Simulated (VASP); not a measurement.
# TaN (F-43m) in VASP: notebook

Runs on TaN. Level: PBE. Tasks: single point.

Everything below comes from runs of VASP 6.6.1. Logs are shortened: lines on timing, memory, paths and dates and some standing lists are left out, and cuts for length are marked.

### 1 The cell of the first run

It takes space group F-43m (No. 216, cubic). Conventional cell: a = 4.881 Å, b = 4.881 Å, c = 4.881 Å, α = 90.00°, β = 90.00°, γ = 90.00°. Ta (site symmetry -43m) has 4 N at 2.11 Å within 2.8 Å. N (site symmetry -43m) has 4 Ta at 2.11 Å within 2.8 Å.

### 2 Single point, PBE

File INCAR:

```
SYSTEM = TaN
PREC = Accurate
ENCUT = 520
EDIFF = 1E-6
ISMEAR = -1
SIGMA = 0.05
LREAL = .False.
LASPH = .True.
NELM = 100
ALGO = Normal
ISIF = 2
LWAVE = .False.
LCHARG = .True.
GGA = PE
LELF = .True.
LVHAR = .True.
NBANDS = 15
```

File KPOINTS:

```
Automatic mesh
0
Gamma
  9 9 9
  0 0 0
```

File POSCAR:

```
TaN
1.0
    0.0000000000      2.4402898319      2.4402898319
    2.4402898319      0.0000000000      2.4402898319
    2.4402898319      2.4402898319      0.0000000000
Ta N
1 1
Direct
    0.0000000000      0.0000000000      0.0000000000
    0.2500000000      0.2500000000      0.2500000000
```

Potentials or basis: VASP PAW PBE potentials, release 64 (Ta_pv, N).

The run is started by

```console
cat potpaw_PBE.64/Ta_pv/POTCAR potpaw_PBE.64/N/POTCAR > POTCAR
mpirun -np 1 vasp_std > vasp.out
```

OUTCAR:

```text
SYSTEM = TaN
   PREC = Accurate
   ENCUT = 520
   EDIFF = 1E-6
   ISMEAR = -1
   LREAL = .False.
   LASPH = .True.
   NELM = 100
   ISIF = 2
   GGA = PE

 ion  position               nearest neighbor table
   1  0.000  0.000  0.000-   2 2.11   2 2.11   2 2.11   2 2.11
   2  0.250  0.250  0.250-   1 2.11   1 2.11   1 2.11   1 2.11

  LATTYP: Found a face centered cubic cell.
 ALAT       =     4.8805796638

  Lattice vectors:

 A1 = (   0.0000000000,   2.4402898319,   2.4402898319)
 A2 = (   2.4402898319,   0.0000000000,   2.4402898319)
 A3 = (   2.4402898319,   2.4402898319,   0.0000000000)

Analysis of symmetry for initial positions (statically):
=====================================================================
 Subroutine PRICEL returns:
 Original cell was already a primitive cell.

 Routine SETGRP: Setting up the symmetry group for a
 face centered cubic supercell.

 Subroutine GETGRP returns: Found 24 space group operations
 (whereof 24 operations were pure point group operations)
 out of a pool of 48 trial point group operations.

The static configuration has the point symmetry T_d .

Analysis of symmetry for dynamics (positions and initial velocities):
=====================================================================
 Subroutine PRICEL returns:
 Original cell was already a primitive cell.

 Routine SETGRP: Setting up the symmetry group for a
 face centered cubic supercell.

 Subroutine GETGRP returns: Found 24 space group operations
 (whereof 24 operations were pure point group operations)
 out of a pool of 48 trial point group operations.

The dynamic configuration has the point symmetry T_d .

 Subroutine INISYM returns: Found 24 space group operations
 (whereof 24 operations are pure point group operations),
 and found     1 'primitive' translations

----------------------------------------------------------------------------------------

                                     Primitive cell

  volume of cell :      29.0639

  direct lattice vectors                    reciprocal lattice vectors
     0.000000000  2.440289832  2.440289832    -0.204893695  0.204893695  0.204893695
     2.440289832  0.000000000  2.440289832     0.204893695 -0.204893695  0.204893695
     2.440289832  2.440289832  0.000000000     0.204893695  0.204893695 -0.204893695

  length of vectors
     3.451090976  3.451090976  3.451090976     0.354886290  0.354886290  0.354886290

  position of ions in fractional coordinates (direct lattice)
     0.000000000  0.000000000  0.000000000
     0.250000000  0.250000000  0.250000000

  ion indices of the primitive-cell ions
   primitive index   ion index
                 1           1
                 2           2

----------------------------------------------------------------------------------------

 KPOINTS: Automatic mesh

Automatic generation of k-mesh.
 Grid dimensions read from file:
 generate k-points for:    9    9    9

 Generating k-lattice:

  Cartesian coordinates                     Fractional coordinates (reciprocal lattice)
    -0.022765966  0.022765966  0.022765966     0.111111111  0.000000000  0.000000000
     0.022765966 -0.022765966  0.022765966     0.000000000  0.111111111  0.000000000
     0.022765966  0.022765966 -0.022765966     0.000000000  0.000000000  0.111111111

  Length of vectors
     0.039431810  0.039431810  0.039431810

  Shift w.r.t. Gamma in fractional coordinates (k-lattice)
     0.000000000  0.000000000  0.000000000

 Subroutine IBZKPT returns following result:
 ===========================================

 Found     35 irreducible k-points:

 Following reciprocal coordinates:
            Coordinates               Weight
  0.000000  0.000000  0.000000      1.000000
  0.111111  0.000000  0.000000      8.000000
  0.222222  0.000000  0.000000      8.000000
  0.333333  0.000000  0.000000      8.000000
  0.444444  0.000000  0.000000      8.000000
  0.111111  0.111111  0.000000      6.000000
[... 16 lines left out ...]
 -0.333333  0.333333  0.000000     12.000000
  0.444444  0.444444  0.000000      6.000000
 [... further k-points ...]
   k-points           NKPTS =     35   k-points in BZ     NKDIM =     35   number of bands    NBANDS=     15
   number of dos      NEDOS =    301   number of ions     NIONS =      2
   total plane-waves  NPLWV =  21952
   dimension x,y,z NGX =    28 NGY =   28 NGZ =   28
   dimension x,y,z NGXF=    56 NGYF=   56 NGZF=   56
   ions per type =               1   1
   NGX,Y,Z   is equivalent  to a cutoff of  13.49, 13.49, 13.49 a.u.
   NGXF,Y,Z  is equivalent  to a cutoff of  26.98, 26.98, 26.98 a.u.
 SYSTEM =  TaN
   PREC   = accura    normal or accurate (medium, high low for compatibility)
   ISTART =      0    job   : 0-new  1-cont  2-samecut
   ICHARG =      2    charge: 1-file 2-atom 10-const
   ISPIN  =      1    spin polarized calculation?
   LNONCOLLINEAR =      F non collinear calculations
   LSORBIT =      F    spin-orbit coupling
   LASPH  =      T    aspherical Exc in radial PAW
   ENCUT  =  520.0 eV  38.22 Ry    6.18 a.u.   6.42  6.42  6.42*2*pi/ulx,y,z
   NELM   =    100;   NELMIN=  2; NELMDL= -5     # of ELM steps
   EDIFF  = 0.1E-05   stopping-criterion for ELM
   LREAL  =      F    real-space projection
   EDIFFG = 0.1E-04   stopping-criterion for IOM
   NSW    =      0    number of steps for IOM
   IBRION =     -1    ionic relax: 0-MD 1-quasi-New 2-CG
   NFREE  =      0    steps in history (QN), initial steepest desc. (CG)
   ISIF   =      2    stress and relaxation
   ISYM   =      2    0-nonsym 1-usesym 2-fastsym
   POTIM  = 0.5000    time-step for ionic-motion
   TEBEG  =    0.0;   TEEND  =   0.0 temperature during run
   PSTRESS=    0.0 pullay stress
   NELECT =      16.0000    total number of electrons
   NUPDOWN=      -1.0000    fix difference up-down
   EMIN   =  10.00;   EMAX   =-10.00  energy-range for DOS
   EFERMI =   0.00;   METHOD = LEGACY
   ISMEAR =    -1;   SIGMA  =   0.05  broadening in eV -4-tet -1-fermi 0-gaus
   EFERMI_NEDOS =   21; number of points for ismear=-14 and -15
   IALGO  =     38    algorithm
   IMIX   =      4    mixing-type and parameters
     AMIX     =   0.40;   BMIX     =  1.00
     AMIX_MAG =   1.60;   BMIX_MAG =  1.00
  volume/ion in A,a.u.               =      14.53        98.07
  Fermi-wavevector in a.u.,A,eV,Ry     =   1.341725  2.535492 24.493551  1.800225
  Thomas-Fermi vector in A             =   2.469935
   LORBIT       =      0    0 simple, 1 ext, 2 COOP (PROOUT), +10 PAW based schemes
   GGA     = PE    functional components
   LHFCALC =     F    Hartree Fock is set to
   AEXX    =    0.0000 exact exchange contribution
   IVDW    =     0    specifies the selected vdW correction
   LEPSILON=     F    determine dielectric tensor
   LRPA    =     F    only Hartree local field effects (RPA)
 non-spin polarized calculation
  energy-cutoff  :      520.00
  volume of cell :       29.06
 maximum number of plane-waves:       797
 NGX is ok and might be reduce to    28
   NGX = 13   NGY = 13   NGZ = 13

 number of electron      16.0000002 magnetization

 Free energy of the ion-electron system (eV)
  ---------------------------------------------------
  ext. energy  EPLUGINS =         0.00000000
  ---------------------------------------------------
  free energy    TOTEN  =       -21.41002808 eV

  energy without entropy =      -21.39798166  energy(sigma->0) =      -21.40400487

 E-fermi :   6.0921     XC(G=0): -11.5438

 val. band max:        6.0635860531   @ k =  -0.3333   0.4444   0.2222
 cond. band min:       6.1314096880   @ k =  -0.3333   0.2222   0.0000
 fundamental gap:      0.0678236350
 Fermi energy:         6.0920672280

 k-point     1 :       0.0000    0.0000    0.0000
  band No.  band energies     occupation
      1     -29.7036      2.00000
      2     -29.7036      2.00000
      3     -29.7036      2.00000
      4     -10.8924      2.00000
      5      -0.3446      2.00000
      6      -0.3446      2.00000
      7      -0.3446      2.00000
      8       4.8607      2.00000
      9       6.5240      0.00035
     10       6.5240      0.00035
     11      11.3373      0.00000
     12      11.3373      0.00000
     13      11.3373      0.00000
     14      18.6376      0.00000
     15      18.6376      0.00000

 k-point     2 :       0.1111    0.0000    0.0000
  band No.  band energies     occupation
      1     -29.7409      2.00000
      2     -29.7087      2.00000
      3     -29.7087      2.00000
      4     -10.7624      2.00000
      5      -0.5717      2.00000
      6      -0.2567      2.00000
      7      -0.2567      2.00000
      8       5.4803      1.99999
      9       6.3891      0.00524
     10       6.3891      0.00524
     11      11.0159      0.00000
     12      11.4708      0.00000
     13      11.4708      0.00000
     14      16.8935      0.00000
     15      18.4502      0.00000

 k-point     3 :       0.2222    0.0000    0.0000
  band No.  band energies     occupation
      1     -29.8340      2.00000
      2     -29.7216      2.00000
      3     -29.7216      2.00000
      4     -10.4431      2.00000
      5      -0.8739      2.00000
      6      -0.0516      2.00000
      7      -0.0516      2.00000
      8       6.2480      0.08462
      9       6.2480      0.08462
     10       6.7229      0.00001
     11      10.3623      0.00000
     12      11.4456      0.00000
     13      11.4456      0.00000
     14      14.4909      0.00000
     15      18.4492      0.00000
[... 343 lines left out ...]
 k-point    23 :      -0.3333    0.3333    0.0000
  band No.  band energies     occupation
      1     -29.9466      2.00000
      2     -29.8815      2.00000
      3     -29.7770      2.00000
      4      -9.6094      2.00000
      5      -0.6126      2.00000
      6       0.4400      2.00000
      7       0.9091      2.00000
      8       4.1739      2.00000
      9       6.5208      0.00038
     10       7.2400      0.00000
     11       9.9477      0.00000
     12      10.3414      0.00000
     13      13.5806      0.00000
     14      14.9245      0.00000
     15      16.6402      0.00000

 k-point    24 :       0.4444    0.4444    0.0000
  band No.  band energies     occupation
      1     -30.0006      2.00000
      2     -29.8090      2.00000
      3     -29.8090      2.00000
      4      -9.5710      2.00000
      5      -1.6757      2.00000
      6       1.4481      2.00000
      7       1.4481      2.00000
      8       3.8794      2.00000
      9       7.1680      0.00000
     10       7.9792      0.00000
     11       8.9922      0.00000
     12       8.9922      0.00000
     13      13.7874      0.00000
     14      16.5320      0.00000
     15      18.3976      0.00000

 [... further k-points ...]

------------------------ aborting loop because EDIFF is reached ----------------------------------------

  FORCE on cell =-STRESS in cart. coord.  units (eV):
  Direction    XX          YY          ZZ          XY          YZ          ZX
  --------------------------------------------------------------------------------------
  -------------------------------------------------------------------------------------
  Total       -2.8755750     -2.8755750     -2.8755750      0.0000000      0.0000000     -0.0000000
  in kB     -158.5188996   -158.5188996   -158.5188996      0.0000000      0.0000000     -0.0000000
  external PRESSURE =    -158.5188996 kB  Pullay stress =       0.0000000 kB

 VOLUME and BASIS-vectors are now :
 -----------------------------------------------------------------------------
  energy-cutoff  :      520.00
  volume of cell :       29.06
      direct lattice vectors                 reciprocal lattice vectors
     0.000000000  2.440289832  2.440289832    -0.204893695  0.204893695  0.204893695
     2.440289832  0.000000000  2.440289832     0.204893695 -0.204893695  0.204893695
     2.440289832  2.440289832  0.000000000     0.204893695  0.204893695 -0.204893695

 POSITION                                       TOTAL-FORCE (eV/Angst)
 -----------------------------------------------------------------------------------
      0.00000      0.00000      0.00000         0.000000      0.000000      0.000000
      1.22014      1.22014      1.22014        -0.000000     -0.000000     -0.000000
 -----------------------------------------------------------------------------------
    total drift:                               -0.000000     -0.000000     -0.000000

  FREE ENERGIE OF THE ION-ELECTRON SYSTEM (eV)
  ---------------------------------------------------
  free  energy   TOTEN  =       -21.4100280790 eV

  energy  without entropy=      -21.3979816613  energy(sigma->0) =      -21.40400487
```

It took 17 s on 1 thread of AMD EPYC 7R43 (Zen 3), shared host; peak memory 0.13 GiB.

Results:

```yaml
Free_energy: -21.4100 eV
Pressure: -15.9 GPa
Band_gap_on_the_k_mesh: zero (band 8 reaches 6.56 eV, above the bottom of band 9 at 6.03 eV)
```

Levels at points of the mesh, in eV from the Fermi level:
```csv
k point,band 6,band 7,band 8,band 9,band 10,band 11
"(0.00, 0.00, 0.00)",-6.44,-6.44,-1.23,0.43,0.43,5.25
```

Caveat: spin-orbit coupling is left out, which moves the levels of the heavy elements.

(Part 1 of 2 ends here.)
